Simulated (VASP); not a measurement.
# B3P (P-6m2) in VASP: notebook, part 2 of 2

VASP 6.6.1. Earlier steps stand in the parts before.

### 4 Relaxation of cell and atoms, PBE

INCAR reads:

```
SYSTEM = B3P
PREC = Accurate ; ENCUT = 500
EDIFF = 1E-7 ; ISMEAR = 0
SIGMA = 0.1 ; LREAL = .FALSE.
LASPH = .TRUE. ; NELM = 120
ALGO = Normal ; ISIF = 3
LWAVE = .FALSE. ; LCHARG = .FALSE.
GGA = PE ; IBRION = 2
NSW = 90 ; EDIFFG = -0.04
GGA_COMPAT = .FALSE. ; NELMIN = 4
```

KPOINTS reads:

```
regular mesh
0
G
  6 6 4
  0 0 0
```

POSCAR reads:

```
B3P
1.0
    3.8789238100      0.0000000000      0.0000000000
   -1.9394619000      3.3592465600      0.0000000000
    0.0000000000      0.0000000000      3.7586331900
B P
3 1
Direct
    0.8622844200      0.1377155800      0.5000000000
    0.8622844200      0.7245688400      0.5000000000
    0.2754311600      0.1377155800      0.5000000000
    0.3333333300      0.6666666700      0.5000000000
```

Potentials or basis: VASP PAW PBE potentials, release 64 (B, P).

Command:

```sh
cat potpaw_PBE.64/B/POTCAR potpaw_PBE.64/P/POTCAR > POTCAR
mpirun -np 1 vasp_std > vasp.out
```

OUTCAR:

```text
SYSTEM = B3P
   PREC = Accurate
   ENCUT = 500
   EDIFF = 1E-7
   ISMEAR = 0
   LREAL = .FALSE.
   LASPH = .TRUE.
   NELM = 120
   ISIF = 3
   GGA = PE
   IBRION = 2
   NSW = 90
   EDIFFG = -0.04
   NELMIN = 4

 ion  position               nearest neighbor table
   1  0.862  0.138  0.500-   2 1.60   3 1.60   4 1.95   4 1.95
   2  0.862  0.725  0.500-   1 1.60   3 1.60   4 1.95   4 1.95
   3  0.275  0.138  0.500-   1 1.60   2 1.60   4 1.95   4 1.95
   4  0.333  0.667  0.500-   3 1.95   2 1.95   1 1.95   1 1.95   3 1.95   2 1.95

  LATTYP: Found a hexagonal cell.
 ALAT       =     3.8789238100
 C/A-ratio  =     0.9689886613

  Lattice vectors:

 A1 = (   3.8789238100,   0.0000000000,   0.0000000000)
 A2 = (  -1.9394619000,   3.3592465600,   0.0000000000)
 A3 = (   0.0000000000,   0.0000000000,   3.7586331900)

Analysis of symmetry for initial positions (statically):
=====================================================================
 Subroutine PRICEL returns:
 Original cell was already a primitive cell.

 Routine SETGRP: Setting up the symmetry group for a
 hexagonal supercell.

 Subroutine GETGRP returns: Found 12 space group operations
 (whereof 12 operations were pure point group operations)
 out of a pool of 24 trial point group operations.

The static configuration has the point symmetry D_3h.

Analysis of symmetry for dynamics (positions and initial velocities):
=====================================================================
 Subroutine PRICEL returns:
 Original cell was already a primitive cell.

 Routine SETGRP: Setting up the symmetry group for a
 hexagonal supercell.

 Subroutine GETGRP returns: Found 12 space group operations
 (whereof 12 operations were pure point group operations)
 out of a pool of 24 trial point group operations.

The dynamic configuration has the point symmetry D_3h.

 Subroutine INISYM returns: Found 12 space group operations
 (whereof 12 operations are pure point group operations),
 and found     1 'primitive' translations

----------------------------------------------------------------------------------------

[... 125 lines left out ...]
 Gauss-broadening in eV      SIGMA  =   0.10
  energy-cutoff  :      500.00
  volume of cell :       48.98
 maximum number of plane-waves:      1262
   NGX = 15   NGY = 15   NGZ = 13

--------------------------------------- Ionic step        1  -------------------------------------------

 number of electron      13.9999999 magnetization

 Free energy of the ion-electron system (eV)
  ---------------------------------------------------
  ext. energy  EPLUGINS =         0.00000000
  ---------------------------------------------------
  free energy    TOTEN  =       -19.73032136 eV

  energy without entropy =      -19.71732203  energy(sigma->0) =      -19.72382169

------------------------ aborting loop because EDIFF is reached ----------------------------------------

  FORCE on cell =-STRESS in cart. coord.  units (eV):
  Direction    XX          YY          ZZ          XY          YZ          ZX
  --------------------------------------------------------------------------------------
  -------------------------------------------------------------------------------------
  Total        5.5323276      5.5323276      0.0788737      0.0000000      0.0000000     -0.0000000
  in kB      180.9820050    180.9820051      2.5802378      0.0000003      0.0000000     -0.0000000
  external PRESSURE =     121.5147493 kB  Pullay stress =       0.0000000 kB
[... 25 lines left out ...]
--------------------------------------- Ionic step        2  -------------------------------------------

 number of electron      13.9999999 magnetization

 E-fermi :   3.6528     XC(G=0):  -9.3509

 val. band max:        3.6443802470   @ k =   0.1667   0.0000   0.2500
 cond. band min:       3.7325946847   @ k =   0.3333   0.0000   0.5000
 fundamental gap:      0.0882144377
 Fermi energy:         3.6527569493

 k-point     1 :       0.0000    0.0000    0.0000
  band No.  band energies     occupation
      1     -11.1102      2.00000
      2      -3.4024      2.00000
      3      -3.4024      2.00000
      4      -2.6079      2.00000
      5      -0.1543      2.00000
      6       0.8772      2.00000
      7       1.6120      2.00000
      8       1.6120      2.00000
      9       7.0379      0.00000
     10       7.5511      0.00000
     11       8.4266      0.00000
[... 353 lines left out ...]
--------------------------------------- Ionic step        4  -------------------------------------------

 number of electron      13.9999999 magnetization

 Free energy of the ion-electron system (eV)
  ---------------------------------------------------
  ext. energy  EPLUGINS =         0.00000000
  ---------------------------------------------------
  free energy    TOTEN  =       -19.91996936 eV

  energy without entropy =      -19.90701029  energy(sigma->0) =      -19.91348982

 E-fermi :   4.4597     XC(G=0):  -9.5458

 val. band max:        4.3718678286   @ k =   0.3333   0.0000   0.2500
 cond. band min:       4.4808120710   @ k =   0.3333   0.0000   0.5000
 fundamental gap:      0.1089442424
 Fermi energy:         4.4596884157

 k-point     1 :       0.0000    0.0000    0.0000
  band No.  band energies     occupation
      1     -11.3478      2.00000
      2      -3.3980      2.00000
      3      -3.3980      2.00000
      4      -2.7681      2.00000
      5      -0.3071      2.00000
      6       2.1747      2.00000
      7       2.4771      2.00000
      8       2.4771      2.00000
      9       7.2458      0.00000
     10       8.3300      0.00000
     11       9.4335      0.00000
[... 309 lines left out ...]
  FREE ENERGIE OF THE ION-ELECTRON SYSTEM (eV)
  ---------------------------------------------------
  free  energy   TOTEN  =       -19.9199693583 eV

  energy  without entropy=      -19.9070102871  energy(sigma->0) =      -19.91348982

 reached required accuracy - stopping structural energy minimisation
```

OSZICAR:

```text
N       E                     dE             d eps       ncg     rms          rms(c)
DAV:   1     0.373545582034E+02    0.37355E+02   -0.62543E+03   462   0.106E+03
DAV:   2    -0.195873729452E+02   -0.56942E+02   -0.53538E+02   629   0.187E+02
DAV:   3    -0.220777880804E+02   -0.24904E+01   -0.24255E+01   610   0.374E+01
[... 38 lines left out ...]
DAV:   2    -0.199199795258E+02    0.86947E-04   -0.35873E-04   549   0.155E-01    0.387E-02
DAV:   3    -0.199199695130E+02    0.10013E-04   -0.59004E-05   546   0.511E-02    0.184E-02
DAV:   4    -0.199199693279E+02    0.18505E-06   -0.86448E-06   561   0.214E-02    0.502E-03
DAV:   5    -0.199199693289E+02   -0.10018E-08   -0.11449E-06   555   0.833E-03    0.166E-03
DAV:   6    -0.199199693583E+02   -0.29338E-07   -0.18894E-07   372   0.313E-03
   4 F= -.19919969E+02 E0= -.19913490E+02  d E =-.189648E+00
```

CONTCAR:

```text
B3P
   1.00000000000000
     3.9772060600672172    0.0000000001462861   -0.0000000000000000
    -1.9886030247802335    3.4443614853170481    0.0000000000000000
    -0.0000000000000000    0.0000000000000000    3.7599909347192475
  B               P
     3     1
Direct
     0.8579974673785812    0.1420025326208637    0.5000000000000000
     0.8579974673772411    0.7159949347563774    0.5000000000000000
     0.2840050652441777    0.1420025326227589    0.5000000000000000
     0.3333333300000021    0.6666666699999979    0.5000000000000000

  0.00000000E+00  0.00000000E+00  0.00000000E+00
  0.00000000E+00  0.00000000E+00  0.00000000E+00
  0.00000000E+00  0.00000000E+00  0.00000000E+00
  0.00000000E+00  0.00000000E+00  0.00000000E+00
```

Wall time 40 s (1 thread of Intel Xeon Platinum 8259CL at 2.50GHz (Skylake/Cascade Lake), shared host); peak memory 0.15 GiB.

What came out:

```yaml
Free_energy: -19.9200 eV
Relaxed_volume: 12.88 Å³/atom
Relaxed_cell: a = 3.977 Å, b = 3.977 Å, c = 3.760 Å, α = 90.00°, β = 90.00°, γ = 120.00°
Space_group_after_relaxing_to_0.05_Å: P-6m2 (No. 187)
Energy_gained_by_relaxing: 47.4 meV/atom
Ionic_steps: 4
Pressure_after_relaxing: -0.2 GPa
Largest_force_after_relaxing: 0.013 eV/Å
Band_gap_on_the_k_mesh: zero (band 7 reaches 5.37 eV, above the bottom of band 8 at 2.48 eV)
```

Forces in eV/Å, atoms in the order of the input:
```
B   -0.011  0.007  0.000
B    0.000 -0.013  0.000
B    0.011  0.007  0.000
P    0.000  0.000  0.000
```

The path:
```tsv
step	energy change (eV)	largest force (eV/Å)	pressure (GPa)	volume (Å³)
1	0.0000	1.4285	12.15	48.98
2	0.1570	1.0166	-12.03	55.78
3	-0.1892	0.0278	-0.58	51.62
4	-0.1896	0.0130	-0.16	51.51
```

Final structure:
```
B P
1.0
     3.97721    0.00000    0.00000
    -1.98860    3.44436    0.00000
     0.00000    0.00000    3.75999
B P
3 1
Direct
  0.85800 0.14200 0.50000
  0.85800 0.71599 0.50000
  0.28401 0.14200 0.50000
  0.33333 0.66667 0.50000
```

Caveat: the k points lie up to 0.42 Å⁻¹ apart in the final cell; this functional lacks dispersion, which binds the layers, so the pressure and a relaxed spacing across them are unreliable.

### 5 The runs side by side

```csv
task,cell,gap on the mesh (eV),pressure (GPa),largest force (eV/Å)
single point,"a = 3.879, b = 3.879, c = 3.759 Å, angles 90.0, 90.0, 120.0°, 4 atoms",none,12.2,1.43
single point,"a = 3.979, b = 3.979, c = 3.814 Å, angles 90.0, 90.0, 120.0°, 4 atoms",none,0.0,0.01
relaxation of cell and atoms,"relaxed from a = 3.879, b = 3.879, c = 3.759 Å, angles 90.0, 90.0, 120.0°, 4 atoms",none,-0.2,0.01
```

Alike in all rows: level PBE; potentials or basis VASP PAW PBE potentials, release 64 (B, P); no spin polarisation; k mesh 6 × 6 × 4; cutoff (eV) 500; smearing gaussian 0.1 eV.

Caveats: all runs use coarse meshes; this functional lacks dispersion, which binds the layers, so the pressure and a relaxed spacing across them are unreliable; forces of over 1 eV/Å act on the atoms, so gaps and moduli don't describe the material at rest (some runs).

Absolute energies hang on the potentials; compare differences alone.
